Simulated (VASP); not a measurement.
Wanted: the native input for a VASP 6.6.1 run.

```yaml
Task: single point
Functional: PBE
Potentials_or_basis: VASP PAW PBE potentials, release 64 (Cd, Hg, Se)
Cutoff: 520 eV
k_mesh: 4 × 2 × 2
Occupations: gaussian, width 0.1 eV
Spin: no spin polarisation
Dipole_correction: no
Further_INCAR_settings: ALGO = Normal; EDIFF = 1e-07; NBANDS = 66
```

The structure of CdHg2Se3 lies in POSCAR:

```
CdHg2Se3
1.0
    3.6762645000     -2.3664497000      0.0000000000
    3.6762645000      7.0993491000      0.0000000000
   -0.9860705000      0.0000000000     10.0152070000
Cd Hg Se
2 4 6
Direct
    0.6813380000      0.3186620000      0.0000000000
    0.1813380000      0.8186620000      0.0000000000
    0.1371600000      0.1410130000      0.6706310000
    0.6371600000      0.6410130000      0.6706310000
    0.7199005000      0.0019265000      0.3293690000
    0.2199005000      0.5019265000      0.3293690000
    0.7555100000      0.2444900000      0.5000000000
    0.2555100000      0.7444900000      0.5000000000
    0.2138535000      0.2672235000      0.1540750000
    0.7138535000      0.7672235000      0.1540750000
    0.4922380000      0.0266850000      0.8459250000
    0.9922380000      0.5266850000      0.8459250000
```

These files were run (other wordings do the same):

INCAR

```
SYSTEM = CdHg2Se3
PREC     = Accurate       ! precision mode
ENCUT    = 520            ! plane-wave cutoff, eV
EDIFF    = 1E-7           ! SCF threshold, eV
ISMEAR   = 0              ! smearing method
SIGMA    = 0.1            ! smearing width, eV
LREAL    = .FALSE.        ! projectors in reciprocal space
LASPH    = .TRUE.         ! aspherical terms in the spheres
NELM     = 80             ! most SCF steps
ALGO     = Normal         ! electronic algorithm
ISIF     = 2              ! what is computed and relaxed
LWAVE    = .FALSE.        ! write WAVECAR
LCHARG   = .FALSE.        ! write CHGCAR
GGA      = PE             ! functional
NBANDS   = 66             ! bands
```

KPOINTS

```
Automatic mesh
0
G
  4 2 2
  0 0 0
```

Potentials or basis: VASP PAW PBE potentials, release 64 (Cd, Hg, Se).

The run is started by

```sh
$ cat potpaw_PBE.64/Cd/POTCAR potpaw_PBE.64/Hg/POTCAR potpaw_PBE.64/Se/POTCAR > POTCAR
$ mpirun -np 1 vasp_std > vasp.out
```

It gave:

The pressure is 0.3 GPa, the largest force is 0.084 eV/Å and the band gap on the k mesh is 0.95 eV.

Caveat: spin-orbit coupling is left out, which moves the levels of the heavy elements.

It took 12 min on 1 thread of Intel Xeon 8259CL, with other jobs on the host, peak memory 0.56 GiB.
